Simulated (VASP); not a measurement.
Here is a VASP 6.6.1 calculation.

The input POSCAR:

```
SiC
1.0
    0.0000000000      2.2210419100      2.2210419100
    2.2210419100      0.0000000000      2.2210419100
    2.2210419100      2.2210419100      0.0000000000
Si C
1 1
Direct
    0.0000000000      0.0000000000      0.0000000000
    0.2500000000      0.2500000000      0.2500000000
```

File INCAR.step1:

```
PREC = Accurate
ENCUT = 520
ISMEAR = -1
SIGMA = 0.02
LREAL = F
LASPH = T
NELM = 80
GGA = PE
ALGO = Normal
EDIFF = 1E-4
LWAVE = T
LCHARG = F
```

INCAR.step2

```
PREC = Accurate
ENCUT = 520
EDIFF = 1E-6
ISMEAR = -1
SIGMA = 0.02
LREAL = F
LASPH = T
NELM = 80
ALGO = Normal
ISIF = 2
LWAVE = F
LCHARG = F
METAGGA = R2SCAN
LMIXTAU = T
IBRION = 2
NSW = 50
EDIFFG = -0.01
ISTART = 1
```

Contents of KPOINTS:

```
Automatic mesh
0
Gamma
  12 12 12
```

Potentials or basis: VASP PAW PBE potentials, release 64 (Si, C).

The run is started by

```bash
$ cat potpaw_PBE.64/Si/POTCAR potpaw_PBE.64/C/POTCAR > POTCAR
$ cp INCAR.step1 INCAR
$ mpirun -np 1 vasp_std > vasp.out
$ cp INCAR.step2 INCAR
$ mpirun -np 1 vasp_std > vasp.out
```

(1) Predict the band gap on the k mesh.

## Answers

(1) 1.76 eV, indirect (least direct gap 4.98 eV).

Caveat: the relaxation stopped at its first step, so nothing moved.
